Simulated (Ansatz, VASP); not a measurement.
## One calculation of BeI, two programs

```
Be I
1.0
     0.00000    3.02056    3.02056
     3.02056    0.00000    3.02056
     3.02056    3.02056    0.00000
Be I
1 1
Direct
  0.00000 0.00000 0.00000
  0.75000 0.75000 0.75000
```

Alike in both runs: functional PBE; k mesh 16 × 16 × 16; occupations gaussian, width 0.1 eV; no spin polarisation.

Ansatz relaxed the structure, and its values are those at the end. VASP's run is a single point on that final structure, the one shown.

|  | VASP | Ansatz |
| --- | --- | --- |
| version | VASP 6.6.1 | Ansatz 0.2.0 |
| potentials or method | VASP PAW PBE potentials, release 64 (Be, I), cutoff 520 eV | scalar-relativistic, plane waves, PAW |
| valence electrons in the cell | 9 | 19 |

```csv
,VASP,Ansatz,Ansatz less VASP
gap on the k mesh at the Fermi level (eV),none,none,-
pressure (GPa),0.0,0.0,+0.02
```

A gap of «none» marks a metal or a gap that the smearing closes. The functional is the same, so the differences come from potentials, cutoffs and numerics. VASP's potentials hold 9 valence electrons a cell and Ansatz's 19, so a difference there can come from the potentials and not from the codes.

Spin-orbit coupling is off throughout.
